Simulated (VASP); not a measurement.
Input of a VASP 6.6.1 run:

Contents of INCAR:

```
SYSTEM = MgO
  PREC = Accurate
  ENCUT = 520
  EDIFF = 1E-6
  ISMEAR = 0
  SIGMA = 0.05
  LREAL = .False.
  LASPH = .True.
  NELM = 100
  ALGO = Normal
  ISIF = 2
  LWAVE = .False.
  LCHARG = .True.
  LELF = .True.
  LVHAR = .True.
  NBANDS = 11
```

The input KPOINTS:

```
regular mesh
0
Gamma
  9 9 8
  0 0 0
```

POSCAR

```
MgO
1.0
    2.8939505899      0.0000000000      0.0000000000
   -1.4469752949      2.5062347281      0.0000000000
    0.0000000000      0.0000000000      2.5992896000
Mg O
1 1
Direct
    0.0000000000      0.0000000000      0.0000000000
    0.3333333333      0.6666666667      0.5000000000
```

Potentials or basis: VASP PAW LDA potentials, release 64 (Mg, O).

Launch:

```bash
$ cat potpaw_LDA.64/Mg/POTCAR potpaw_LDA.64/O/POTCAR > POTCAR
$ mpirun -np 1 vasp_std > vasp.out
```

Problem. Predict the pressure.

Solution. -2.3 GPa.

Problem. Predict the band gap on the k mesh.

Solution. 3.31 eV, indirect (least direct gap 3.70 eV).

Stress tensor (GPa, compression positive):
```
-5.45  0.00  0.00
 0.00 -5.45  0.00
 0.00  0.00  3.89
```

Caveat: the cell differs from its parent crystal (strain -0.015 along x and y, -0.030 along z). A k mesh can miss the band edges.
